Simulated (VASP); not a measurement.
# Bi (P6_3/mmc) in VASP: notebook, part 3 of 3

VASP 6.6.1. The steps go on from the part before.

## Step 6: Electric field gradients, PBE (volume scaled by 0.975)

INCAR reads:

```
PREC = Accurate
ENCUT = 520
EDIFF = 1E-8
ISMEAR = -1
SIGMA = 0.03
LREAL = F
LASPH = T
NELM = 80
ALGO = Normal
ISIF = 2
LWAVE = F
LCHARG = F
GGA = PE
LEFG = T
NBANDS = 22
```

KPOINTS reads:

```
regular mesh
0
Gamma
  9 9 3
```

POSCAR reads:

```
Bi
1.0
    4.5008556366      0.0000000000      0.0000000000
   -2.2504278184      3.8978553202      0.0000000000
    0.0000000000      0.0000000000     11.7295919388
Bi
2
Direct
    0.3333333333      0.6666666667      0.2500000000
    0.6666666667      0.3333333333      0.7500000000
```

Potentials or basis: VASP PAW PBE potentials, release 64 (Bi_d).

Started as:

```console
cat potpaw_PBE.64/Bi_d/POTCAR > POTCAR
mpirun -np 1 vasp_std > vasp.out
```

OUTCAR:

```text
PREC = Accurate
   ENCUT = 520
   EDIFF = 1E-8
   ISMEAR = -1
   LREAL = F
   LASPH = T
   NELM = 80
   ISIF = 2
   GGA = PE

 ion  position               nearest neighbor table
   1  0.333  0.667  0.250-
   2  0.667  0.333  0.750-

  LATTYP: Found a hexagonal cell.
 ALAT       =     4.5008556366
 C/A-ratio  =     2.6060804624

  Lattice vectors:

 A1 = (   4.5008556366,   0.0000000000,   0.0000000000)
 A2 = (  -2.2504278184,   3.8978553202,   0.0000000000)
 A3 = (   0.0000000000,   0.0000000000,  11.7295919388)

Analysis of symmetry for initial positions (statically):
=====================================================================
 Subroutine PRICEL returns:
 Original cell was already a primitive cell.

 Routine SETGRP: Setting up the symmetry group for a
 hexagonal supercell.

 Subroutine GETGRP returns: Found 24 space group operations
 (whereof 12 operations were pure point group operations)
 out of a pool of 24 trial point group operations.

The static configuration has the point symmetry D_3d.
 The point group associated with its full space group is D_6h.

Analysis of symmetry for dynamics (positions and initial velocities):
=====================================================================
 Subroutine PRICEL returns:
 Original cell was already a primitive cell.

 Routine SETGRP: Setting up the symmetry group for a
 hexagonal supercell.

 Subroutine GETGRP returns: Found 24 space group operations
 (whereof 12 operations were pure point group operations)
 out of a pool of 24 trial point group operations.

The dynamic configuration has the point symmetry D_3d.
 The point group associated with its full space group is D_6h.

 Subroutine INISYM returns: Found 24 space group operations
 (whereof 12 operations are pure point group operations),
 and found     1 'primitive' translations

----------------------------------------------------------------------------------------

                                     Primitive cell

  volume of cell :     205.7803

  direct lattice vectors                    reciprocal lattice vectors
     4.500855637  0.000000000  0.000000000     0.222179977  0.128275669  0.000000000
    -2.250427818  3.897855320  0.000000000     0.000000000  0.256551339  0.000000000
     0.000000000  0.000000000 11.729591939     0.000000000  0.000000000  0.085254458

  length of vectors
     4.500855637  4.500855637 11.729591939     0.256551339  0.256551339  0.085254458

  position of ions in fractional coordinates (direct lattice)
     0.333333333  0.666666667  0.250000000
     0.666666667  0.333333333  0.750000000

  ion indices of the primitive-cell ions
   primitive index   ion index
                 1           1
                 2           2

----------------------------------------------------------------------------------------

 KPOINTS: regular mesh

Automatic generation of k-mesh.
 Grid dimensions read from file:
 generate k-points for:    9    9    3

[... 67 lines left out ...]
   NFREE  =      0    steps in history (QN), initial steepest desc. (CG)
   ISIF   =      2    stress and relaxation
   ISYM   =      2    0-nonsym 1-usesym 2-fastsym
   POTIM  = 0.5000    time-step for ionic-motion
   TEBEG  =    0.0;   TEEND  =   0.0 temperature during run
   PSTRESS=    0.0 pullay stress
   NELECT =      30.0000    total number of electrons
   NUPDOWN=      -1.0000    fix difference up-down
   EMIN   =  10.00;   EMAX   =-10.00  energy-range for DOS
   EFERMI =   0.00;   METHOD = LEGACY
   ISMEAR =    -1;   SIGMA  =   0.03  broadening in eV -4-tet -1-fermi 0-gaus
   EFERMI_NEDOS =   21; number of points for ismear=-14 and -15
   IALGO  =     38    algorithm
   IMIX   =      4    mixing-type and parameters
     AMIX     =   0.40;   BMIX     =  1.00
     AMIX_MAG =   1.60;   BMIX_MAG =  1.00
  volume/ion in A,a.u.               =     102.89       694.34
  Fermi-wavevector in a.u.,A,eV,Ry     =   0.861617  1.628219 10.100734  0.742383
  Thomas-Fermi vector in A             =   1.979297
   LORBIT       =      0    0 simple, 1 ext, 2 COOP (PROOUT), +10 PAW based schemes
   GGA     = PE    functional components
   LHFCALC =     F    Hartree Fock is set to
   AEXX    =    0.0000 exact exchange contribution
   IVDW    =     0    specifies the selected vdW correction
   LEPSILON=     F    determine dielectric tensor
   LRPA    =     F    only Hartree local field effects (RPA)
 non-spin polarized calculation
  energy-cutoff  :      520.00
  volume of cell :      205.78
 maximum number of plane-waves:      5571
 NGX is ok and might be reduce to    36
   NGX = 17   NGY = 17   NGZ = 43

 number of electron      29.9999999 magnetization

 Free energy of the ion-electron system (eV)
  ---------------------------------------------------
  ext. energy  EPLUGINS =         0.00000000
  ---------------------------------------------------
  free energy    TOTEN  =        -3.33114467 eV

  energy without entropy =       -3.30994010  energy(sigma->0) =       -3.32054239

 E-fermi :  -0.9553     XC(G=0):  -5.3937

 val. band max:       -0.9567805129   @ k =   0.3333   0.1111   0.3333
 cond. band min:      -0.9543147309   @ k =   0.3333   0.0000   0.3333
 fundamental gap:      0.0024657819
 Fermi energy:        -0.9553492039

 k-point     1 :       0.0000    0.0000    0.0000
  band No.  band energies     occupation
      1     -23.7802      2.00000
      2     -23.7802      2.00000
      3     -23.7747      2.00000
      4     -23.7747      2.00000
      5     -23.7746      2.00000
      6     -23.7746      2.00000
[... 589 lines left out ...]
     21       4.6293      0.00000
     22       5.1587      0.00000

------------------------ aborting loop because EDIFF is reached ----------------------------------------

  FORCE on cell =-STRESS in cart. coord.  units (eV):
  Direction    XX          YY          ZZ          XY          YZ          ZX
  --------------------------------------------------------------------------------------
  -------------------------------------------------------------------------------------
  Total       -6.3643800     -6.3643800     -0.4748721      0.0000000     -0.0000000      0.0000000
  in kB      -49.5522045    -49.5522045     -3.6972903      0.0000000     -0.0000000      0.0000000
  external PRESSURE =     -34.2672331 kB  Pullay stress =       0.0000000 kB

 VOLUME and BASIS-vectors are now :
 -----------------------------------------------------------------------------
  energy-cutoff  :      520.00
  volume of cell :      205.78
      direct lattice vectors                 reciprocal lattice vectors
     4.500855637  0.000000000  0.000000000     0.222179977  0.128275669  0.000000000
    -2.250427818  3.897855320  0.000000000     0.000000000  0.256551339  0.000000000
     0.000000000  0.000000000 11.729591939     0.000000000  0.000000000  0.085254458

 POSITION                                       TOTAL-FORCE (eV/Angst)
 -----------------------------------------------------------------------------------
     -0.00000      2.59857      2.93240        -0.000000     -0.000000      0.000000
      2.25043      1.29929      8.79719         0.000000      0.000000      0.000000
 -----------------------------------------------------------------------------------
    total drift:                                0.000000     -0.000000      0.000000

  FREE ENERGIE OF THE ION-ELECTRON SYSTEM (eV)
  ---------------------------------------------------
  free  energy   TOTEN  =        -3.3311446739 eV

  energy  without entropy=       -3.3099401003  energy(sigma->0) =       -3.32054239

 Electric field gradients (V/A^2)
---------------------------------------------------------------------
 ion       V_xx      V_yy      V_zz      V_xy      V_xz      V_yz
---------------------------------------------------------------------
   1      65.166    65.169  -130.335     0.002    -0.000     0.000
   2      65.166    65.169  -130.335     0.002     0.000    -0.000
---------------------------------------------------------------------

 Electric field gradients after diagonalization (V/A^2)
 (convention: |V_zz| > |V_xx| > |V_yy|)
----------------------------------------------------------------------
 ion       V_xx      V_yy      V_zz     asymmetry (V_yy - V_xx)/ V_zz
----------------------------------------------------------------------
   1      65.170    65.165  -130.335       0.000
   2      65.170    65.165  -130.335       0.000
----------------------------------------------------------------------

           NMR quadrupolar parameters

 Cq : quadrupolar parameter    Cq=e*Q*V_zz/h
 eta: asymmetry parameters     (V_yy - V_xx)/ V_zz
 Q  : nuclear electric quadrupole moment in mb (millibarn)
----------------------------------------------------------------------
 ion       Cq(MHz)       eta       Q (mb)
----------------------------------------------------------------------
   1      -0.315       0.000       1.000
   2      -0.315       0.000       1.000
----------------------------------------------------------------------
```

stdout:

```text
POSCAR found type information on POSCAR Bi
 POSCAR found :  1 types and       2 ions
 scaLAPACK will be used
 LDA part: xc-table for (Slater+PW92), standard interpolation
 POSCAR, INCAR and KPOINTS ok, starting setup
 FFT: planning ... GRIDC
 FFT: planning ... GRID_SOFT
 FFT: planning ... GRID
 WAVECAR not read
 entering main loop
ion   1

ion   2
```

It took 86 s on 1 thread of Intel Xeon 6975P-C, shared host; peak memory 0.36 GiB.

Results:

| Item | Value |
| --- | --- |
| Free energy | -3.3311 eV |
| Pressure | -3.4 GPa |
| Band gap on the k mesh | zero (band 15 reaches 0.54 eV, above the bottom of band 16 at -1.68 eV) |

Stress tensor (GPa, compression positive):
```
-4.96  0.00  0.00
 0.00 -4.96  0.00
 0.00  0.00 -0.37
```

Levels at points of the mesh, in eV from the Fermi level:
| k point | band 13 | band 14 | band 15 | band 16 | band 17 | band 18 |
| --- | --- | --- | --- | --- | --- | --- |
| (0.00, 0.00, 0.00) | -0.88 | -0.35 | 1.50 | 1.50 | 1.51 | 1.51 |

Electric field gradients, principal values (V/Å²):
```
atom   least  middle  greatest (by size)
1 Bi  65.165  65.170            -130.335
2 Bi  65.165  65.170            -130.335
```

Caveat: without QUAD_EFG the Cq values of the log hold for a quadrupole moment of 1 mb, not for the nuclei; spin-orbit coupling is left out, which moves the levels of the heavy elements.

## Step 7: The runs side by side

| cell | gap on the mesh (eV) | pressure (GPa) |
| --- | --- | --- |
| a = 4.446, b = 4.446, c = 11.588 Å, angles 90.0, 90.0, 120.0°, 2 atoms | none | -3.6 |
| a = 4.462, b = 4.462, c = 11.628 Å, angles 90.0, 90.0, 120.0°, 2 atoms | none | -3.6 |
| a = 4.478, b = 4.478, c = 11.669 Å, angles 90.0, 90.0, 120.0°, 2 atoms | none | -3.5 |
| a = 4.501, b = 4.501, c = 11.730 Å, angles 90.0, 90.0, 120.0°, 2 atoms | none | -3.4 |

Alike in all rows: task electric field gradients; level PBE; potentials or basis VASP PAW PBE potentials, release 64 (Bi_d); no spin polarisation; k mesh 9 × 9 × 3; cutoff (eV) 520; smearing fermi-dirac 0.03 eV.

Caveats: spin-orbit coupling is left out, which moves the levels of the heavy elements.

Total energies depend on the potentials used, so only differences within one code and one set of settings carry meaning.
